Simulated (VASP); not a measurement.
# Pd: single point with r2SCAN

The system is Pd.

```xyz
1
Lattice="0.0000 1.9970 1.9970 1.9970 0.0000 1.9970 1.9970 1.9970 0.0000" Properties=species:S:1:pos:R:3 pbc="T T T"
Pd    0.0000    0.0000    0.0000
```

| Quantity | Value |
| --- | --- |
| Program | VASP 6.6.1 |
| Task | single point |
| Functional | r2SCAN |
| Potentials or basis | VASP PAW PBE potentials, release 64 (Pd) |
| Cutoff | 520 eV |
| k mesh | 15 × 15 × 15 |
| Occupations | fermi-dirac, width 0.1 eV |
| Spin | no spin polarisation |

The pressure is -9.4 GPa. The band gap on the k mesh is zero (band 5 reaches 8.60 eV, above the bottom of band 6 at 7.15 eV).

Levels at points of the mesh, in eV from the Fermi level:
```
           k point  band 3  band 4  band 5  band 6  band 7  band 8
(0.00, 0.00, 0.00)   -2.60   -2.60   -1.18   -1.18   17.92   22.45
```

It took 38 s on 1 thread of Intel(R) Xeon(R) Platinum 8559C (Emerald Rapids), with other jobs on the host, peak memory 0.16 GiB.

Caveat: the PAW data sets were made with another functional, which shifts forces and pressure a little.
